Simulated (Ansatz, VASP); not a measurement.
One calculation of InSe, two programs

Contents of INCAR:

```
SYSTEM = InSe
PREC     = Accurate       ! precision mode
ENCUT    = 520            ! plane-wave cutoff, eV
EDIFF    = 1E-6           ! SCF threshold, eV
ISMEAR   = 0              ! smearing method
SIGMA    = 0.02           ! smearing width, eV
LREAL    = .FALSE.        ! projectors in reciprocal space
LASPH    = .TRUE.         ! aspherical terms in the spheres
NELM     = 100            ! most SCF steps
ALGO     = Normal         ! electronic algorithm
ISIF     = 2              ! what is computed and relaxed
LWAVE    = .FALSE.        ! write WAVECAR
LCHARG   = .FALSE.        ! write CHGCAR
LDIPOL   = .TRUE.       
IDIPOL   = 3            
DIPOL    = 0.5 0.5 0.500
GGA      = PE             ! functional
IVDW     = 12             ! dispersion correction
NBANDS   = 27             ! bands
```

The input KPOINTS:

```
Automatic mesh
0
G
  9 9 1
  0 0 0
```

File POSCAR:

```
InSe
1.0
    3.9600000000      0.0000000000      0.0000000000
   -1.9800000000      3.4294605990      0.0000000000
    0.0000000000      0.0000000000     36.7199571806
Se In
2 2
Direct
    0.0000000000      0.0000000000      0.4298335320
    0.0000000000      0.0000000000      0.5701387065
    0.6666666667      0.3333333333      0.4635837234
    0.6666666667      0.3333333333      0.5363885708
```

Input for Ansatz:

```yaml
crystal:
  lattice:
    - [3.96, 0.0, 0.0]
    - [-1.98, 3.429460599, 0.0]
    - [0.0, 0.0, 36.7199571806]
  atoms:
    - { symbol: Se, position: [0.0, 0.0, 0.429833532] }
    - { symbol: In, position: [0.6666666667, 0.3333333333, 0.4635837234] }
    - { symbol: In, position: [0.6666666667, 0.3333333333, 0.5363885708] }
    - { symbol: Se, position: [0.0, 0.0, 0.5701387065] }
  periodic: [true, true, false]
basis:
  ecutwfc: 420
kpoints:
  mp_grid: { grid: [9, 9, 1] }
hamiltonian:
  xc: pbe
  pseudopotentials: { kind: paw, azcp: { folder: soft_1 } }
  dispersion: d3bj
scf:
  occupations: { method: gaussian, width: 0.02 }
output:
  forces: true
  stress: true
  eigenvalues: true
```

Alike in both runs: task single point; functional PBE; dispersion D3(BJ); k mesh 9 × 9 × 1; occupations gaussian, width 0.02 eV; no spin polarisation.

```csv
,VASP,Ansatz
version,VASP 6.6.1,Ansatz 0.2.0
potentials or method,"VASP PAW PBE potentials, release 64 (Se, In_d), cutoff 520 eV","scalar-relativistic, plane waves, PAW"
valence electrons in the cell,38,58
```

Ansatz gave:

```
gap on the k mesh at the Fermi level (eV) : 1.77
least direct gap on the mesh (eV)         : 1.85
rms of the force components (eV/Å)        : 0.284
```

Problem. Estimate VASP's values.

Solution. gap on the k mesh at the Fermi level (eV): 1.76; least direct gap on the mesh (eV): 1.84; rms of the force components (eV/Å): 0.290.

VASP's potentials hold 38 valence electrons a cell and Ansatz's 58, so a difference there can come from the potentials and not from the codes. Ansatz's warnings: structure snapped to symmetry.
